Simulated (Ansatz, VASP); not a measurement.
Two plane-wave programs on WS2

The input POSCAR:

```
WS2
1.0
    3.1699462934      0.0000000000      0.0000000000
   -1.5849731467      2.7452540187      0.0000000000
    0.0000000000      0.0000000000     12.8658026690
W S
2 4
Direct
    0.3333333333      0.6666666667      0.2500000000
    0.6666666667      0.3333333333      0.7500000000
    0.6666666667      0.3333333333      0.3716393713
    0.6666666667      0.3333333333      0.1283606287
    0.3333333333      0.6666666667      0.8716393713
    0.3333333333      0.6666666667      0.6283606287
```

INCAR.step1

```
SYSTEM = WS2
ALGO = Normal ; EDIFF = 1E-5
ENCUT = 550 ; GGA = PE
GGA_COMPAT = .FALSE. ; ISMEAR = 0
LASPH = .TRUE. ; LCHARG = .FALSE.
LREAL = .FALSE. ; LWAVE = .TRUE.
NBANDS = 35 ; NELM = 120
PREC = Accurate ; SIGMA = 0.01
```

The input INCAR.step2:

```
SYSTEM = WS2
ALGO = Normal ; EDIFF = 1E-6
ENCUT = 550 ; GGA_COMPAT = .FALSE.
ISIF = 2 ; ISMEAR = 0
ISTART = 1 ; LASPH = .TRUE.
LCHARG = .FALSE. ; LMIXTAU = .TRUE.
LREAL = .FALSE. ; LWAVE = .FALSE.
METAGGA = R2SCAN ; NBANDS = 35
NELM = 120 ; PREC = Accurate
SIGMA = 0.01
```

File KPOINTS:

```
k-points
0
G
  12 12 2
  0 0 0
```

Input for Ansatz:

```yaml
crystal:
  lattice:
    - [3.1699462934, 0.0, 0.0]
    - [-1.5849731467, 2.7452540187, 0.0]
    - [0.0, 0.0, 12.865802669]
  atoms:
    - { symbol: W, position: [0.3333333333, 0.6666666667, 0.25] }
    - { symbol: W, position: [0.6666666667, 0.3333333333, 0.75] }
    - { symbol: S, position: [0.6666666667, 0.3333333333, 0.3716393713] }
    - { symbol: S, position: [0.6666666667, 0.3333333333, 0.1283606287] }
    - { symbol: S, position: [0.3333333333, 0.6666666667, 0.8716393713] }
    - { symbol: S, position: [0.3333333333, 0.6666666667, 0.6283606287] }
kpoints:
  mp_grid: { grid: [12, 12, 2] }
  band_path:
    path:
      - [0.0, 0.0, 0.0]
      - [0.5, 0.0, 0.0]
      - [0.3333333333, 0.3333333333, 0.0]
      - [0.0, 0.0, 0.5]
      - [0.5, 0.0, 0.5]
      - [0.3333333333, 0.3333333333, 0.5]
      - [0.171875, 0.171875, 0.0]
    npoints: 1
hamiltonian:
  xc: r2scan
scf:
  occupations: { method: fixed }
  n_extra_bands: 5
output:
  forces: true
  stress: true
  eigenvalues: true
```

Change from the starting cell: uniaxial_z strain +3.0%.

Alike in both runs: task single point; functional r2SCAN; k mesh 12 × 12 × 2; no spin polarisation.

```csv
,VASP,Ansatz
version,VASP 6.6.1,Ansatz 0.2.0
potentials or method,"VASP PAW PBE potentials, release 64 (W_sv, S)","plane waves, PAW"
plane-wave cutoff (eV),550,500
occupations,"gaussian, width 0.01 eV",fixed
valence electrons in the cell,52,52
```

Ansatz gave:

```
gap on the k mesh at the Fermi level (eV)                     : 1.31
pressure (GPa)                                                : 0.7
traceless stress, the component that is largest in VASP (GPa) : -0.70
rms of the force components (eV/Å)                            : 0.023
```

Question: Estimate VASP's values.

Answer: gap on the k mesh at the Fermi level (eV): 1.32; pressure (GPa): 0.9; traceless stress, the component that is largest in VASP (GPa): -0.76; rms of the force components (eV/Å): 0.013.

VASP's potentials were made for PBE, not for r2SCAN. Atom by atom the forces differ by 0.010 eV/Å (rms over components).

Neither program's run includes spin-orbit coupling.
